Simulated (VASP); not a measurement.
Write the native input for VASP 6.6.1 that does the following.

```
Task                   : single point
Functional             : r2SCAN
Potentials or basis    : VASP PAW PBE potentials, release 64 (Zn, S)
Cutoff                 : 520 eV
k mesh                 : 6 × 6 × 4
Occupations            : gaussian, width 0.05 eV
Spin                   : no spin polarisation
Dipole correction      : no
Further INCAR settings : ALGO = Normal; EDIFF = 1e-06; NBANDS = 26
```

The system is ZnS.

```
Zn S
1.0
     3.50218    0.00000    0.00000
    -1.75109    3.03298    0.00000
     0.00000    0.00000    6.24574
Zn S
2 2
Direct
  0.33333 0.66667 0.00539
  0.66667 0.33333 0.50539
  0.33333 0.66667 0.37961
  0.66667 0.33333 0.87961
```

This cell differs from its parent crystal: strain -0.080 along x and y, +0.000 along z.

The input as run:

POSCAR

```
ZnS
1.0
    3.5021840075      0.0000000000      0.0000000000
   -1.7510920037      3.0329803192      0.0000000000
    0.0000000000      0.0000000000      6.2457351521
Zn S
2 2
Direct
    0.3333333333      0.6666666667      0.0053880710
    0.6666666667      0.3333333333      0.5053880710
    0.3333333333      0.6666666667      0.3796119290
    0.6666666667      0.3333333333      0.8796119290
```

INCAR.step1

```
SYSTEM = ZnS
ALGO = Normal ; EDIFF = 1E-4
ENCUT = 520 ; GGA = PE
ISMEAR = 0 ; LASPH = .True.
LCHARG = .False. ; LREAL = .False.
LWAVE = .True. ; NBANDS = 26
NELM = 60 ; PREC = Accurate
SIGMA = 0.05
```

INCAR.step2

```
SYSTEM = ZnS
ALGO = Normal ; EDIFF = 1E-6
ENCUT = 520 ; ISIF = 2
ISMEAR = 0 ; ISTART = 1
LASPH = .True. ; LCHARG = .False.
LMIXTAU = .True. ; LREAL = .False.
LWAVE = .False. ; METAGGA = R2SCAN
NBANDS = 26 ; NELM = 60
PREC = Accurate ; SIGMA = 0.05
```

KPOINTS

```
k-points
0
Gamma
  6 6 4
  0 0 0
```

Potentials or basis: VASP PAW PBE potentials, release 64 (Zn, S).

Launch:

```bash
$ cat potpaw_PBE.64/Zn/POTCAR potpaw_PBE.64/S/POTCAR > POTCAR
$ cp INCAR.step1 INCAR
$ mpirun -np 1 vasp_std > vasp.out
$ cp INCAR.step2 INCAR
$ mpirun -np 1 vasp_std > vasp.out
```

It gave:

The pressure is 20.1 GPa and the largest force is 1.092 eV/Å. The band gap on the k mesh is 3.03 eV.

Caveat: the cell differs from its parent crystal (strain -0.080 along x and y, +0.000 along z); the cell stands under pressure; the PAW data sets were made with another functional, which shifts forces and pressure a little.

It took 3.4 min on 1 thread of Intel Xeon 8259CL (shared host), peak memory 0.21 GiB.
